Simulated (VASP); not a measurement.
Wanted: the native input for a VASP 6.6.1 run.

- Task: relaxation of volume and atoms at fixed shape
- Functional: r2SCAN
- Potentials or basis: VASP PAW PBE potentials, release 64 (Nb_sv)
- Cutoff: 600 eV
- k mesh: 7 × 7 × 7
- Occupations: methfessel-paxton, width 0.1 eV
- Spin: no spin polarisation
- Dipole correction: no
- Further INCAR settings: ALGO = Normal; EDIFF = 1e-06; IBRION = 2; EDIFFG = -0.03; NSW = 60; ISIF = 8

Nb:

```
Nb
1.0
     2.88205    0.00000    0.00000
    -0.96068    2.71722    0.00000
    -0.96068   -1.35861    2.35318
Nb
1
Direct
  0.00000 0.00000 0.00000
```

These files were run (other wordings do the same):

POSCAR

```
Nb
1.0
    2.8820460000      0.0000000000      0.0000000000
   -0.9606819699      2.7172190377      0.0000000000
   -0.9606819699     -1.3586094550      2.3531807511
Nb
1
Direct
    0.0000000000      0.0000000000      0.0000000000
```

INCAR.step1

```
SYSTEM = Nb
  PREC = Accurate
  ENCUT = 600
  ISMEAR = 1
  SIGMA = 0.1
  LREAL = .FALSE.
  LASPH = .TRUE.
  NELM = 60
  GGA = PE
  ALGO = Normal
  EDIFF = 1E-4
  LWAVE = .TRUE.
  LCHARG = .FALSE.
```

INCAR.step2

```
SYSTEM = Nb
  PREC = Accurate
  ENCUT = 600
  EDIFF = 1E-6
  ISMEAR = 1
  SIGMA = 0.1
  LREAL = .FALSE.
  LASPH = .TRUE.
  NELM = 60
  ALGO = Normal
  ISIF = 8
  LWAVE = .FALSE.
  LCHARG = .FALSE.
  METAGGA = R2SCAN
  LMIXTAU = .TRUE.
  IBRION = 2
  NSW = 60
  EDIFFG = -0.03
  ISTART = 1
```

KPOINTS

```
regular mesh
0
G
  7 7 7
  0 0 0
```

Potentials or basis: VASP PAW PBE potentials, release 64 (Nb_sv).

Launch:

```sh
$ cat potpaw_PBE.64/Nb_sv/POTCAR > POTCAR
$ cp INCAR.step1 INCAR
$ mpirun -np 1 vasp_std > vasp.out
$ cp INCAR.step2 INCAR
$ mpirun -np 1 vasp_std > vasp.out
```

Results of the run:

The relaxed volume is 18.14 Å³/atom. The relaxed cell is a = 2.867 Å, b = 2.867 Å, c = 2.867 Å, α = 109.47°, β = 109.47°, γ = 109.47° and the space group after relaxing (to 0.05 Å) is Im-3m (No. 229). The energy gained by relaxing is 2.2 meV/atom, the ionic steps are 3 and the pressure after relaxing is 0.0 GPa.

Caveat: the k points lie up to 0.38 Å⁻¹ apart in the final cell; the PAW data sets were made with another functional, which shifts forces and pressure a little.

It took 43 s on 1 thread of Intel(R) Xeon(R) 6975P-C (Granite Rapids), on a shared host, peak memory 0.14 GiB.
